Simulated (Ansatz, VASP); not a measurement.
**MoW3 in VASP and in Ansatz**

The input INCAR:

```
SYSTEM = MoW3
PREC = Accurate ; ENCUT = 600
EDIFF = 1E-6 ; ISMEAR = 0
SIGMA = 0.1 ; LREAL = .False.
LASPH = .True. ; NELM = 100
ALGO = Normal ; ISIF = 3
LWAVE = .False. ; LCHARG = .False.
GGA = PE ; IBRION = 2
NSW = 90 ; EDIFFG = -0.04
```

KPOINTS

```
Automatic mesh
0
Gamma
  6 6 6
  0 0 0
```

POSCAR

```
MoW3
1.0
    0.0000000000      3.1772743207      3.1772743207
    3.1772743207      0.0000000000      3.1772743207
    3.1772743207      3.1772743207      0.0000000000
Mo W
1 3
Direct
    0.0000000000      0.0000000000      0.0000000000
    0.7500000000      0.7500000000      0.7500000000
    0.5000000000      0.5000000000      0.5000000000
    0.2500000000      0.2500000000      0.2500000000
```

Input for Ansatz:

```yaml
crystal:
  lattice:
    - [0.0, 3.1772743207, 3.1772743207]
    - [3.1772743207, 0.0, 3.1772743207]
    - [3.1772743207, 3.1772743207, 0.0]
  atoms:
    - { symbol: Mo, position: [0.0, 0.0, 0.0] }
    - { symbol: W, position: [0.75, 0.75, 0.75] }
    - { symbol: W, position: [0.5, 0.5, 0.5] }
    - { symbol: W, position: [0.25, 0.25, 0.25] }
basis:
  ecutwfc: 420
kpoints:
  mp_grid: { grid: [6, 6, 6] }
hamiltonian:
  xc: pbe
scf:
  occupations: { method: gaussian, width: 0.1 }
  lower_state_search: "off"
output:
  forces: true
  stress: true
  eigenvalues: true
relax:
  adjacent_minimum: "off"
  f_tol: 0.04
  max_steps: 70
  cell: { stress_tol: 0.4 }
```

Change from the starting cell: species swapped into the Rb3Bi type (Fm-3m, No. 225).

Alike in both runs: task relaxation of cell and atoms; functional PBE; k mesh 6 × 6 × 6; occupations gaussian, width 0.1 eV; no spin polarisation.

|  | VASP | Ansatz |
| --- | --- | --- |
| version | VASP 6.6.1 | Ansatz 0.2.0 |
| potentials or method | VASP PAW PBE potentials, release 64 (Mo_sv, W_sv), cutoff 600 eV | scalar-relativistic, plane waves, PAW |
| valence electrons in the cell | 56 | 56 |

|  | VASP | Ansatz | Ansatz less VASP |
| --- | --- | --- | --- |
| gap on the k mesh at the Fermi level, each at its own relaxed structure (eV) | none | none | - |
| relaxed volume (Å³/atom) | 16.09 | 16.07 | -0.027 |
| relaxed length of the cell vector where the two differ most in proportion (Å) | 4.499 | 4.496 | -0.0025 |

A gap of «none» marks a metal or a gap that the smearing closes.

Spin-orbit coupling is off throughout.
